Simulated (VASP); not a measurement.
Wanted: the native input for a VASP 6.6.1 run.

```yaml
Task: single point
Functional: PBE
Potentials_or_basis: VASP PAW PBE potentials, release 64 (Sm_3, Mg, Al), 4f in core
Cutoff: 600 eV
k_mesh: 6 × 6 × 6
Occupations: gaussian, width 0.1 eV
Spin: no spin polarisation
Dipole_correction: no
Further_INCAR_settings: ALGO = Normal; EDIFF = 1e-06; NBANDS = 18; ISYM = 0
```

The structure of SmMg3Al lies in POSCAR:

```
SmMg3Al
1.0
    5.9574011945      0.0000000000      0.0000000000
    0.0000000000      5.9574011945      0.0000000000
    0.0000000000      0.0000000000      5.9574011945
Sm Mg Al
1 3 1
Direct
    0.0000000000      0.0000000000      0.0000000000
    0.0000000000      0.0000000000      0.5000000000
    0.5000000000      0.0000000000      0.0000000000
    0.0000000000      0.5000000000      0.0000000000
    0.5000000000      0.5000000000      0.5000000000
```

These files were run (other wordings do the same):

INCAR

```
SYSTEM = SmMg3Al
PREC = Accurate
ENCUT = 600
EDIFF = 1E-6
ISMEAR = 0
SIGMA = 0.1
LREAL = .False.
LASPH = .True.
NELM = 200
ALGO = Normal
ISIF = 2
LWAVE = .False.
LCHARG = .False.
GGA = PE
NBANDS = 18
ISYM = 0
GGA_COMPAT = .False.
LMAXMIX = 6
```

KPOINTS

```
regular mesh
0
Gamma
  6 6 6
  0 0 0
```

Potentials or basis: VASP PAW PBE potentials, release 64 (Sm_3, Mg, Al), 4f in core.

Command:

```bash
$ cat potpaw_PBE.64/Sm_3/POTCAR potpaw_PBE.64/Mg/POTCAR potpaw_PBE.64/Al/POTCAR > POTCAR
$ mpirun -np 1 vasp_std > vasp.out
```

It gave:

```json
{
 "Pressure": "0.0 GPa",
 "Band gap on the k mesh": "zero (bands 10 and 11 overlap by 1.29 eV)"
}
```

Caveat: spin-orbit coupling is left out, which moves the levels of the heavy elements; the 4f electrons are frozen in the core, so they carry no moment and show no levels.

Run time: 3.6 min on 1 thread of Intel(R) Xeon(R) 6975P-C (Granite Rapids) (shared host), peak memory 0.76 GiB.
